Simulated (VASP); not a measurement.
# BN (e600) (P6_3mc) in VASP: further runs

BN (e600) is run at these levels: PBEsol; tasks: single point.

All numbers are computed with VASP 6.6.1; they aren't measurements. Logs are shortened: lines on timing, memory, paths and dates and some standing lists are left out, and cuts for length are marked.

**1. The cell of the first run**

It takes space group P6_3mc (No. 186, hexagonal). Conventional cell: a = 2.541 Å, b = 2.541 Å, c = 4.203 Å, α = 90.00°, β = 90.00°, γ = 120.00°. B (site symmetry 3m) has 4 N at 1.56 to 1.57 Å within 2.1 Å. N (site symmetry 3m) has 4 B at 1.56 to 1.57 Å within 2.1 Å.

**2. Single point, PBEsol**

INCAR

```
  ALGO = Normal
  EDIFF = 1E-6
  ENCUT = 600
  GGA = PS
  GGA_COMPAT = False
  ISIF = 2
  ISMEAR = 0
  LASPH = True
  LCHARG = False
  LREAL = False
  LWAVE = False
  NBANDS = 16
  NELM = 120
  PREC = Accurate
  SIGMA = 0.02
```

KPOINTS

```
k-points
0
Gamma
  9 9 6
```

POSCAR

```
BN
1.0
    2.5406380461      0.0000000000      0.0000000000
   -1.2703190231      2.2002570898      0.0000000000
    0.0000000000      0.0000000000      4.2026940542
B N
2 2
Direct
    0.3333333333      0.6666666667     -0.0002377689
    0.6666666667      0.3333333333      0.4997622311
    0.3333333333      0.6666666667      0.3742377689
    0.6666666667      0.3333333333      0.8742377689
```

Potentials or basis: VASP PAW PBE potentials, release 64 (B, N).

On the command line:

```
cat potpaw_PBE.64/B/POTCAR potpaw_PBE.64/N/POTCAR > POTCAR
mpirun -np 1 vasp_std > vasp.out
```

OUTCAR:

```text
EDIFF = 1E-6
   ENCUT = 600
   GGA = PS
   ISIF = 2
   ISMEAR = 0
   LASPH = True
   LREAL = False
   NELM = 120
   PREC = Accurate

 ion  position               nearest neighbor table
   1  0.333  0.667  1.000-   4 1.56   4 1.56   4 1.56   3 1.57
   2  0.667  0.333  0.500-   3 1.56   3 1.56   3 1.56   4 1.57
   3  0.333  0.667  0.374-   2 1.56   2 1.56   2 1.56   1 1.57
   4  0.667  0.333  0.874-   1 1.56   1 1.56   1 1.56   2 1.57

  LATTYP: Found a hexagonal cell.
 ALAT       =     2.5406380461
 C/A-ratio  =     1.6541884275

  Lattice vectors:

 A1 = (   2.5406380461,   0.0000000000,   0.0000000000)
 A2 = (  -1.2703190231,   2.2002570898,   0.0000000000)
 A3 = (   0.0000000000,   0.0000000000,   4.2026940542)

Analysis of symmetry for initial positions (statically):
=====================================================================
 Subroutine PRICEL returns:
 Original cell was already a primitive cell.

 Routine SETGRP: Setting up the symmetry group for a
 hexagonal supercell.

 Subroutine GETGRP returns: Found 12 space group operations
 (whereof  6 operations were pure point group operations)
 out of a pool of 24 trial point group operations.

The static configuration has the point symmetry C_3v.
 The point group associated with its full space group is C_6v.

Analysis of symmetry for dynamics (positions and initial velocities):
=====================================================================
 Subroutine PRICEL returns:
 Original cell was already a primitive cell.

 Routine SETGRP: Setting up the symmetry group for a
 hexagonal supercell.

 Subroutine GETGRP returns: Found 12 space group operations
 (whereof  6 operations were pure point group operations)
 out of a pool of 24 trial point group operations.

The dynamic configuration has the point symmetry C_3v.
 The point group associated with its full space group is C_6v.

 Subroutine INISYM returns: Found 12 space group operations
 (whereof  6 operations are pure point group operations),
 and found     1 'primitive' translations

----------------------------------------------------------------------------------------

                                     Primitive cell

  volume of cell :      23.4933

  direct lattice vectors                    reciprocal lattice vectors
     2.540638046  0.000000000  0.000000000     0.393601915  0.227246172  0.000000000
    -1.270319023  2.200257090  0.000000000     0.000000000  0.454492343  0.000000000
     0.000000000  0.000000000  4.202694054     0.000000000  0.000000000  0.237942612

  length of vectors
     2.540638046  2.540638046  4.202694054     0.454492343  0.454492343  0.237942612

  position of ions in fractional coordinates (direct lattice)
     0.333333333  0.666666667  0.999762231
     0.666666667  0.333333333  0.499762231
     0.333333333  0.666666667  0.374237769
     0.666666667  0.333333333  0.874237769

  ion indices of the primitive-cell ions
   primitive index   ion index
                 1           1
                 2           2
                 3           3
                 4           4

----------------------------------------------------------------------------------------

 KPOINTS: k-points

Automatic generation of k-mesh.
 Grid dimensions read from file:
 generate k-points for:    9    9    6

 Generating k-lattice:

  Cartesian coordinates                     Fractional coordinates (reciprocal lattice)
     0.043733546  0.025249575  0.000000000     0.111111111  0.000000000  0.000000000
     0.000000000  0.050499149  0.000000000     0.000000000  0.111111111  0.000000000
     0.000000000  0.000000000  0.039657102     0.000000000  0.000000000  0.166666667

  Length of vectors
     0.050499149  0.050499149  0.039657102

  Shift w.r.t. Gamma in fractional coordinates (k-lattice)
     0.000000000  0.000000000  0.000000000

 Subroutine IBZKPT returns following result:
 ===========================================

 Found     48 irreducible k-points:

 Following reciprocal coordinates:
            Coordinates               Weight
  0.000000  0.000000  0.000000      1.000000
  0.111111 -0.000000  0.000000      6.000000
  0.222222  0.000000  0.000000      6.000000
  0.333333  0.000000  0.000000      6.000000
  0.444444  0.000000  0.000000      6.000000
  0.111111  0.111111  0.000000      6.000000
[... 16 lines left out ...]
  0.333333  0.222222  0.166667     24.000000
  0.333333  0.333333  0.166667      4.000000
 [... further k-points ...]
   k-points           NKPTS =     48   k-points in BZ     NKDIM =     48   number of bands    NBANDS=     16
   number of dos      NEDOS =    301   number of ions     NIONS =      4
   total plane-waves  NPLWV =  14400
   dimension x,y,z NGX =    20 NGY =   20 NGZ =   36
   dimension x,y,z NGXF=    40 NGYF=   40 NGZF=   72
   ions per type =               2   2
   NGX,Y,Z   is equivalent  to a cutoff of  13.09, 13.09, 14.24 a.u.
   NGXF,Y,Z  is equivalent  to a cutoff of  26.17, 26.17, 28.48 a.u.
 SYSTEM =  unknown system
   PREC   = accura    normal or accurate (medium, high low for compatibility)
   ISTART =      0    job   : 0-new  1-cont  2-samecut
   ICHARG =      2    charge: 1-file 2-atom 10-const
   ISPIN  =      1    spin polarized calculation?
   LNONCOLLINEAR =      F non collinear calculations
   LSORBIT =      F    spin-orbit coupling
   LASPH  =      T    aspherical Exc in radial PAW
   ENCUT  =  600.0 eV  44.10 Ry    6.64 a.u.   5.07  5.07  8.39*2*pi/ulx,y,z
   NELM   =    120;   NELMIN=  2; NELMDL= -5     # of ELM steps
   EDIFF  = 0.1E-05   stopping-criterion for ELM
   LREAL  =      F    real-space projection
   EDIFFG = 0.1E-04   stopping-criterion for IOM
   NSW    =      0    number of steps for IOM
   IBRION =     -1    ionic relax: 0-MD 1-quasi-New 2-CG
   NFREE  =      0    steps in history (QN), initial steepest desc. (CG)
   ISIF   =      2    stress and relaxation
   ISYM   =      2    0-nonsym 1-usesym 2-fastsym
   POTIM  = 0.5000    time-step for ionic-motion
   TEBEG  =    0.0;   TEEND  =   0.0 temperature during run
   PSTRESS=    0.0 pullay stress
   NELECT =      16.0000    total number of electrons
   NUPDOWN=      -1.0000    fix difference up-down
   EMIN   =  10.00;   EMAX   =-10.00  energy-range for DOS
   EFERMI =   0.00;   METHOD = LEGACY
   ISMEAR =     0;   SIGMA  =   0.02  broadening in eV -4-tet -1-fermi 0-gaus
   EFERMI_NEDOS =   21; number of points for ismear=-14 and -15
   IALGO  =     38    algorithm
   IMIX   =      4    mixing-type and parameters
     AMIX     =   0.40;   BMIX     =  1.00
     AMIX_MAG =   1.60;   BMIX_MAG =  1.00
  volume/ion in A,a.u.               =       5.87        39.64
  Fermi-wavevector in a.u.,A,eV,Ry     =   1.440346  2.721859 28.226600  2.074597
  Thomas-Fermi vector in A             =   2.559100
   LORBIT       =      0    0 simple, 1 ext, 2 COOP (PROOUT), +10 PAW based schemes
   GGA     = PS    functional components
   LHFCALC =     F    Hartree Fock is set to
   AEXX    =    0.0000 exact exchange contribution
   IVDW    =     0    specifies the selected vdW correction
   LEPSILON=     F    determine dielectric tensor
   LRPA    =     F    only Hartree local field effects (RPA)
 non-spin polarized calculation
 Gauss-broadening in eV      SIGMA  =   0.02
  energy-cutoff  :      600.00
  volume of cell :       23.49
 maximum number of plane-waves:       801
   NGX = 11   NGY = 11   NGZ = 17

 number of electron      16.0000003 magnetization

 Free energy of the ion-electron system (eV)
  ---------------------------------------------------
  ext. energy  EPLUGINS =         0.00000000
  ---------------------------------------------------
  free energy    TOTEN  =       -36.63328024 eV

  energy without entropy =      -36.63328024  energy(sigma->0) =      -36.63328024

 E-fermi :   7.7386     XC(G=0): -13.0346

 val. band max:        7.5941202162   @ k =   0.0000   0.0000   0.0000
 cond. band min:      12.5401032070   @ k =   0.3333   0.3333   0.0000
 fundamental gap:      4.9459829909
 Fermi energy:         7.7385935499

 k-point     1 :       0.0000    0.0000    0.0000
  band No.  band energies     occupation
      1     -12.9047      2.00000
      2      -8.6746      2.00000
      3      -3.4760      2.00000
      4       5.4455      2.00000
      5       5.4455      2.00000
      6       7.3124      2.00000
[... 8 lines left out ...]
     15      19.4877      0.00000
     16      23.7360      0.00000

 k-point     2 :       0.1111   -0.0000    0.0000
  band No.  band energies     occupation
      1     -12.6337      2.00000
      2      -8.4669      2.00000
      3      -3.2077      2.00000
      4       4.2570      2.00000
      5       4.9585      2.00000
      6       6.6098      2.00000
[... 8 lines left out ...]
     15      20.2577      0.00000
     16      23.3093      0.00000

 k-point     3 :       0.2222    0.0000    0.0000
  band No.  band energies     occupation
      1     -11.8365      2.00000
      2      -7.9003      2.00000
      3      -2.4223      2.00000
      4       1.7321      2.00000
      5       3.9738      2.00000
      6       4.4196      2.00000
[... 8 lines left out ...]
     15      22.0769      0.00000
     16      22.7036      0.00000

 k-point     4 :       0.3333    0.0000    0.0000
  band No.  band energies     occupation
      1     -10.5794      2.00000
      2      -7.2446      2.00000
      3      -1.2279      2.00000
      4      -0.6942      2.00000
      5       2.0263      2.00000
      6       3.0954      2.00000
[... 8 lines left out ...]
     15      23.4472      0.00000
     16      24.0358      0.00000
[... 324 lines left out ...]
 k-point    22 :       0.2222    0.2222    0.1667
  band No.  band energies     occupation
      1      -9.7282      2.00000
      2      -7.2457      2.00000
      3      -0.9777      2.00000
      4       0.0709      2.00000
      5       0.8151      2.00000
      6       2.0318      2.00000
[... 8 lines left out ...]
     15      22.8381      0.00000
     16      23.8806      0.00000

 k-point    23 :       0.3333    0.2222    0.1667
  band No.  band energies     occupation
      1      -8.3990      2.00000
      2      -7.1228      2.00000
      3      -1.6402      2.00000
      4      -0.5143      2.00000
      5       0.5105      2.00000
      6       1.8407      2.00000
[... 8 lines left out ...]
     15      23.5119      0.00000
     16      24.1026      0.00000

 k-point    24 :       0.3333    0.3333    0.1667
  band No.  band energies     occupation
      1      -7.4682      2.00000
      2      -7.4682      2.00000
      3      -1.6326      2.00000
      4      -0.2874      2.00000
      5      -0.2874      2.00000
      6       1.6490      2.00000
[... 8 lines left out ...]
     15      23.6910      0.00000
     16      23.6910      0.00000

 [... further k-points ...]

------------------------ aborting loop because EDIFF is reached ----------------------------------------

  FORCE on cell =-STRESS in cart. coord.  units (eV):
  Direction    XX          YY          ZZ          XY          YZ          ZX
  --------------------------------------------------------------------------------------
  -------------------------------------------------------------------------------------
  Total        0.0740755      0.0740755      0.0657971     -0.0000000      0.0000000      0.0000000
  in kB        5.0517425      5.0517425      4.4871798     -0.0000000      0.0000000      0.0000000
  external PRESSURE =       4.8635549 kB  Pullay stress =       0.0000000 kB

 VOLUME and BASIS-vectors are now :
 -----------------------------------------------------------------------------
  energy-cutoff  :      600.00
  volume of cell :       23.49
      direct lattice vectors                 reciprocal lattice vectors
     2.540638046  0.000000000  0.000000000     0.393601915  0.227246172  0.000000000
    -1.270319023  2.200257090  0.000000000     0.000000000  0.454492343  0.000000000
     0.000000000  0.000000000  4.202694054     0.000000000  0.000000000  0.237942612

 POSITION                                       TOTAL-FORCE (eV/Angst)
 -----------------------------------------------------------------------------------
     -0.00000      1.46684      4.20169         0.000000     -0.000000      0.004163
      1.27032      0.73342      2.10035        -0.000000      0.000000      0.004163
     -0.00000      1.46684      1.57281         0.000000     -0.000000     -0.004163
      1.27032      0.73342      3.67415        -0.000000      0.000000     -0.004163
 -----------------------------------------------------------------------------------
    total drift:                               -0.000000     -0.000000     -0.000376

  FREE ENERGIE OF THE ION-ELECTRON SYSTEM (eV)
  ---------------------------------------------------
  free  energy   TOTEN  =       -36.6332802391 eV

  energy  without entropy=      -36.6332802391  energy(sigma->0) =      -36.63328024
```

Wall time 19 s (1 thread of Intel Xeon 6975P-C, shared host); peak memory 0.14 GiB.

What came out:

- Free energy: -36.6333 eV
- Pressure: 0.5 GPa
- Largest force: 0.004 eV/Å
- Band gap on the k mesh: 4.95 eV, indirect (least direct gap 8.21 eV)

Forces on the atoms (eV/Å):
```
B    0.000  0.000  0.004
B    0.000  0.000  0.004
N    0.000  0.000 -0.004
N    0.000  0.000 -0.004
```

Caveat: the PAW data sets were made with another functional, which shifts forces and pressure a little. A k mesh can miss the band edges.

(Part 1 of 2 ends here.)
